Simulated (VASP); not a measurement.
Input of a VASP 6.6.1 run:

The input INCAR:

```
PREC     = Accurate       # precision mode
ENCUT    = 520            # plane-wave cutoff, eV
EDIFF    = 1E-6           # SCF threshold, eV
ISMEAR   = -1             # smearing method
SIGMA    = 0.05           # smearing width, eV
LREAL    = False          # projectors in reciprocal space
LASPH    = True           # aspherical terms in the spheres
NELM     = 100            # most SCF steps
ALGO     = Normal         # electronic algorithm
ISIF     = 2              # what is computed and relaxed
LWAVE    = False          # write WAVECAR
LCHARG   = False          # write CHGCAR
GGA      = PE             # functional
NBANDS   = 19             # bands
```

Contents of KPOINTS:

```
Automatic mesh
0
Gamma
  9 9 9
```

The input POSCAR:

```
Zr
1.0
    0.0000000000      3.0812078526      3.0812078526
    3.0812078526      0.0000000000      3.0812078526
    3.0812078526      3.0812078526      0.0000000000
Zr
2
Direct
   -0.2600000000     -0.0800000000     -0.0800000000
    0.2600000000      0.0800000000      0.0800000000
```

Potentials or basis: VASP PAW PBE potentials, release 64 (Zr_sv).

The run is started by

```console
$ cat potpaw_PBE.64/Zr_sv/POTCAR > POTCAR
$ mpirun -np 1 vasp_std > vasp.out
```

Predict the largest force.

45.611 eV/Å.

Predict the band gap on the k mesh.

zero (band 12 reaches 6.08 eV, above the bottom of band 13 at 5.20 eV).

Predict the pressure.

67.4 GPa.

Forces in eV/Å, atoms in the order of the input:
```
Zr  -26.334  26.334  26.334
Zr   26.334 -26.334 -26.334
```

Caveat: the cell differs from its parent crystal (shortest bond scaled by 0.64); forces of over 1 eV/Å act on the atoms, so gaps and moduli don't describe the material at rest.
